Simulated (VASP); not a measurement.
# Pt (P6_3/mmc) in VASP: notebook

Runs on Pt. Level: BLYP. Tasks: single point.

All numbers are computed with VASP 6.6.1; they aren't measurements. Logs are shortened: lines on timing, memory, paths and dates and some standing lists are left out, and cuts for length are marked.

## Step 1: The cell of the first run

The structure is hexagonal, space group P6_3/mmc (No. 194). Conventional cell: a = 2.842 Å, b = 2.842 Å, c = 9.560 Å, α = 90.00°, β = 90.00°, γ = 120.00°. Pt (site symmetry -3m) has 12 Pt at 2.84 to 2.90 Å within 3.7 Å. Pt (site symmetry -6m2) has 12 Pt at 2.84 to 2.90 Å within 3.7 Å.

This isn't the form of Pt at room conditions, which is fcc.

## Step 2: Single point, BLYP (16.71 Å³/atom)

Input file INCAR:

```
SYSTEM = Pt
AGGAC = 1.0
AGGAX = 1.0
ALDAC = 0.0
ALDAX = 1.0
ALGO = Normal
EDIFF = 1E-6
ENCUT = 570
GGA = B5
GGA_COMPAT = .False.
ISIF = 2
ISMEAR = -1
LASPH = .True.
LCHARG = .False.
LREAL = .False.
LWAVE = .False.
NBANDS = 44
NELM = 120
PREC = Accurate
SIGMA = 0.1
```

Input file KPOINTS:

```
k-points
0
Gamma
  14 14 4
  0 0 0
```

Input file POSCAR:

```
Pt
1.0
    2.8416517258      0.0000000000      0.0000000000
   -1.4208258629      2.4609425832      0.0000000000
    0.0000000000      0.0000000000      9.5603629235
Pt
4
Direct
    1.0000000000      1.0000000000      0.0000000000
    1.0000000000      1.0000000000      0.5000000000
    0.3333333333      0.6666666667      0.2500000000
    0.6666666667      0.3333333333      0.7500000000
```

Potentials or basis: VASP PAW PBE potentials, release 64 (Pt_sv_GW).

Run with:

```bash
$ cat potpaw_PBE.64/Pt_sv_GW/POTCAR > POTCAR
$ mpirun -np 1 vasp_std > vasp.out
```

OUTCAR:

```text
SYSTEM = Pt
   EDIFF = 1E-6
   ENCUT = 570
   GGA = B5
   ISIF = 2
   ISMEAR = -1
   LASPH = .True.
   LREAL = .False.
   NELM = 120
   PREC = Accurate

 ion  position               nearest neighbor table
   1  0.000  0.000  0.000-   3 2.90   4 2.90   3 2.90   4 2.90   4 2.90   3 2.90
   2  0.000  0.000  0.500-   3 2.90   4 2.90   3 2.90   4 2.90   4 2.90   3 2.90
   3  0.333  0.667  0.250-   1 2.90   2 2.90   1 2.90   2 2.90   1 2.90   2 2.90
   4  0.667  0.333  0.750-   1 2.90   2 2.90   1 2.90   2 2.90   1 2.90   2 2.90

  LATTYP: Found a hexagonal cell.
 ALAT       =     2.8416517258
 C/A-ratio  =     3.3643682780

  Lattice vectors:

 A1 = (   2.8416517258,   0.0000000000,   0.0000000000)
 A2 = (  -1.4208258629,   2.4609425832,   0.0000000000)
 A3 = (   0.0000000000,   0.0000000000,   9.5603629235)

Analysis of symmetry for initial positions (statically):
=====================================================================
 Subroutine PRICEL returns:
 Original cell was already a primitive cell.

 Routine SETGRP: Setting up the symmetry group for a
 hexagonal supercell.

 Subroutine GETGRP returns: Found 24 space group operations
 (whereof 12 operations were pure point group operations)
 out of a pool of 24 trial point group operations.

The static configuration has the point symmetry D_3d.
 The point group associated with its full space group is D_6h.

Analysis of symmetry for dynamics (positions and initial velocities):
=====================================================================
 Subroutine PRICEL returns:
 Original cell was already a primitive cell.

 Routine SETGRP: Setting up the symmetry group for a
 hexagonal supercell.

 Subroutine GETGRP returns: Found 24 space group operations
 (whereof 12 operations were pure point group operations)
 out of a pool of 24 trial point group operations.

The dynamic configuration has the point symmetry D_3d.
 The point group associated with its full space group is D_6h.

 Subroutine INISYM returns: Found 24 space group operations
 (whereof 12 operations are pure point group operations),
 and found     1 'primitive' translations

----------------------------------------------------------------------------------------

                                     Primitive cell

  volume of cell :      66.8570

  direct lattice vectors                    reciprocal lattice vectors
     2.841651726  0.000000000  0.000000000     0.351908009  0.203174184  0.000000000
    -1.420825863  2.460942583  0.000000000     0.000000000  0.406348367  0.000000000
[... 90 lines left out ...]
   LREAL  =      F    real-space projection
   EDIFFG = 0.1E-04   stopping-criterion for IOM
   NSW    =      0    number of steps for IOM
   IBRION =     -1    ionic relax: 0-MD 1-quasi-New 2-CG
   NFREE  =      0    steps in history (QN), initial steepest desc. (CG)
   ISIF   =      2    stress and relaxation
   ISYM   =      2    0-nonsym 1-usesym 2-fastsym
   POTIM  = 0.5000    time-step for ionic-motion
   TEBEG  =    0.0;   TEEND  =   0.0 temperature during run
   PSTRESS=    0.0 pullay stress
   NELECT =      72.0000    total number of electrons
   NUPDOWN=      -1.0000    fix difference up-down
   EMIN   =  10.00;   EMAX   =-10.00  energy-range for DOS
   EFERMI =   0.00;   METHOD = LEGACY
   ISMEAR =    -1;   SIGMA  =   0.10  broadening in eV -4-tet -1-fermi 0-gaus
   EFERMI_NEDOS =   21; number of points for ismear=-14 and -15
   IALGO  =     38    algorithm
   IMIX   =      4    mixing-type and parameters
     AMIX     =   0.40;   BMIX     =  1.00
     AMIX_MAG =   1.60;   BMIX_MAG =  1.00
  volume/ion in A,a.u.               =      16.71       112.79
  Fermi-wavevector in a.u.,A,eV,Ry     =   1.678044  3.171044 38.311730  2.815833
  Thomas-Fermi vector in A             =   2.762203
   LORBIT       =      0    0 simple, 1 ext, 2 COOP (PROOUT), +10 PAW based schemes
   GGA     = B5    functional components
   LHFCALC =     F    Hartree Fock is set to
   AEXX    =    0.0000 exact exchange contribution
   IVDW    =     0    specifies the selected vdW correction
   LEPSILON=     F    determine dielectric tensor
   LRPA    =     F    only Hartree local field effects (RPA)
 non-spin polarized calculation
  energy-cutoff  :      570.00
  volume of cell :       66.86
 maximum number of plane-waves:      2105
 NGX is ok and might be reduce to    24
   NGX = 11   NGY = 11   NGZ = 37

 number of electron      72.0000000 magnetization

 Free energy of the ion-electron system (eV)
  ---------------------------------------------------
  ext. energy  EPLUGINS =         0.00000000
  ---------------------------------------------------
  free energy    TOTEN  =       -20.24088471 eV

  energy without entropy =      -19.99249137  energy(sigma->0) =      -20.11668804

 E-fermi :   9.5055     XC(G=0): -12.7538

 val. band max:        9.4992291172   @ k =   0.4286   0.0714   0.2500
 cond. band min:       9.5072045883   @ k =   0.2857   0.0000   0.0000
 fundamental gap:      0.0079754711
 Fermi energy:         9.5054797362

 k-point     1 :       0.0000    0.0000    0.0000
  band No.  band energies     occupation
      1     -88.1843      2.00000
      2     -88.1814      2.00000
      3     -88.1552      2.00000
      4     -88.1521      2.00000
      5     -42.7342      2.00000
      6     -42.6071      2.00000
[... 1117 lines left out ...]
     43      17.0443      0.00000
     44      17.9250      0.00000

 [... further k-points ...]

------------------------ aborting loop because EDIFF is reached ----------------------------------------

  FORCE on cell =-STRESS in cart. coord.  units (eV):
  Direction    XX          YY          ZZ          XY          YZ          ZX
  --------------------------------------------------------------------------------------
  -------------------------------------------------------------------------------------
  Total       -0.1143480     -0.1143480     -0.2046913      0.0000000      0.0000000      0.0000000
  in kB       -2.7402634     -2.7402634     -4.9052732      0.0000000      0.0000000      0.0000000
  external PRESSURE =      -3.4619333 kB  Pullay stress =       0.0000000 kB

 VOLUME and BASIS-vectors are now :
 -----------------------------------------------------------------------------
  energy-cutoff  :      570.00
  volume of cell :       66.86
      direct lattice vectors                 reciprocal lattice vectors
     2.841651726  0.000000000  0.000000000     0.351908009  0.203174184  0.000000000
    -1.420825863  2.460942583  0.000000000     0.000000000  0.406348367  0.000000000
     0.000000000  0.000000000  9.560362923     0.000000000  0.000000000  0.104598540

 POSITION                                       TOTAL-FORCE (eV/Angst)
 -----------------------------------------------------------------------------------
      0.00000      0.00000      0.00000        -0.000000      0.000000     -0.000000
      0.00000      0.00000      4.78018        -0.000000      0.000000     -0.000000
     -0.00000      1.64063      2.39009        -0.000000      0.000000      0.000000
      1.42083      0.82031      7.17027         0.000000     -0.000000      0.000000
 -----------------------------------------------------------------------------------
    total drift:                               -0.000000      0.000000     -0.000000

  FREE ENERGIE OF THE ION-ELECTRON SYSTEM (eV)
  ---------------------------------------------------
  free  energy   TOTEN  =       -20.2408847141 eV

  energy  without entropy=      -19.9924913679  energy(sigma->0) =      -20.11668804
```

stdout:

```text
POSCAR found type information on POSCAR Pt
 POSCAR found :  1 types and       4 ions
 scaLAPACK will be used
 -----------------------------------------------------------------------------
|                                                                             |
|                                                                             |
|     You enforced a specific xc type in the INCAR file but a different       |
|     I HOPE YOU KNOW WHAT YOU ARE DOING!                                     |
|                                                                             |
 -----------------------------------------------------------------------------

 LDA part: xc-table for (Slater(with rela. corr.)+VWN5), standard interpolation
 POSCAR, INCAR and KPOINTS ok, starting setup
 FFT: planning ... GRIDC
 FFT: planning ... GRID_SOFT
 FFT: planning ... GRID
 WAVECAR not read
 entering main loop
```

Run time: 2.3 min. Hardware: 1 thread of AMD EPYC 9R45 (Zen 5), shared host; peak memory 0.29 GiB.

What came out:

```yaml
Free_energy: -20.2409 eV
Pressure: -0.3 GPa
Band_gap_on_the_k_mesh: zero (bands 36 and 37 overlap by 1.17 eV)
```

Caveat: the PAW data sets were made with another functional, which shifts forces and pressure a little; spin-orbit coupling is left out, which moves the levels of the heavy elements.

## Step 3: Single point, BLYP (16.05 Å³/atom)

This run uses another cell than the first one, of 16.05 Å³/atom.

Input file INCAR:

```
PREC = Accurate
ENCUT = 570
EDIFF = 1E-6
ISMEAR = -1
SIGMA = 0.1
LREAL = False
LASPH = True
NELM = 120
ALGO = Normal
ISIF = 2
LWAVE = False
LCHARG = False
GGA = B5
ALDAX = 1.0
AGGAX = 1.0
AGGAC = 1.0
ALDAC = 0.0
NBANDS = 44
GGA_COMPAT = False
```

Input file KPOINTS:

```
Automatic mesh
0
Gamma
  14 14 4
```

Input file POSCAR:

```
Pt
1.0
    2.8032463188      0.0000000000      0.0000000000
   -1.4016231594      2.4276825252      0.0000000000
    0.0000000000      0.0000000000      9.4311529908
Pt
4
Direct
    1.0000000000      1.0000000000      0.0000000000
    1.0000000000      1.0000000000      0.5000000000
    0.3333333333      0.6666666667      0.2500000000
    0.6666666667      0.3333333333      0.7500000000
```

Potentials or basis: VASP PAW PBE potentials, release 64 (Pt_sv_GW).

Run with:

```bash
$ cat potpaw_PBE.64/Pt_sv_GW/POTCAR > POTCAR
$ mpirun -np 1 vasp_std > vasp.out
```

It took 4.3 min on 1 thread of Intel Xeon Platinum 8488C (Sapphire Rapids), shared host; peak memory 0.31 GiB.

Results (log left out):

- Free energy: -20.1517 eV
- Pressure: 8.6 GPa
- Band gap on the k mesh: zero (bands 36 and 37 overlap by 1.26 eV)

Stress tensor (GPa, compression positive):
```
8.92 0.00 0.00
0.00 8.92 0.00
0.00 0.00 8.10
```

Levels at points of the mesh, in eV from the Fermi level:
```tsv
k point	band 33	band 34	band 35	band 36	band 37	band 38	band 39	band 40
(0.00, 0.00, 0.00)	-1.78	-1.22	-1.22	-0.84	-0.84	-0.13	-0.13	-0.13
(0.50, 0.00, 0.00)	0.24	0.30	0.31	0.37	0.61	1.42	3.11	3.37
(0.00, 0.00, 0.50)	-1.53	-1.53	-1.53	-1.53	-0.43	-0.43	-0.43	-0.43
(0.50, 0.00, 0.50)	0.17	0.17	0.35	0.35	2.06	2.06	3.05	3.05
```

Caveat: the cell stands under pressure; the PAW data sets were made with another functional, which shifts forces and pressure a little; spin-orbit coupling is left out, which moves the levels of the heavy elements.
